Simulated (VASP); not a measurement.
Here is a VASP 6.6.1 calculation.

File INCAR:

```
SYSTEM = PbS
PREC = Accurate
ENCUT = 520
EDIFF = 1E-6
ISMEAR = -1
SIGMA = 0.05
LREAL = .FALSE.
LASPH = .TRUE.
NELM = 60
ALGO = Normal
ISIF = 2
LWAVE = .FALSE.
LCHARG = .TRUE.
GGA = RP
LELF = .TRUE.
LVHAR = .TRUE.
NBANDS = 17
```

KPOINTS

```
regular mesh
0
G
  8 8 8
  0 0 0
```

POSCAR

```
PbS
1.0
    0.0000000000      2.9256673838      2.9256673838
    2.9256673838      0.0000000000      2.9256673838
    2.9256673838      2.9256673838      0.0000000000
Pb S
1 1
Direct
    0.0000000000      0.0000000000      0.0000000000
    0.5000000000      0.5000000000      0.5000000000
```

Potentials or basis: VASP PAW PBE potentials, release 64 (Pb_d, S).

The run is started by

```sh
$ cat potpaw_PBE.64/Pb_d/POTCAR potpaw_PBE.64/S/POTCAR > POTCAR
$ mpirun -np 1 vasp_std > vasp.out
```

Question: What does it give for the band gap on the k mesh?

Answer: 0.30 eV.

Question: Predict the pressure.

Answer: 6.9 GPa.

Caveat: the cell stands under pressure; the PAW data sets were made with another functional, which shifts forces and pressure a little; spin-orbit coupling is left out, which moves the levels of the heavy elements. A k mesh can miss the band edges.
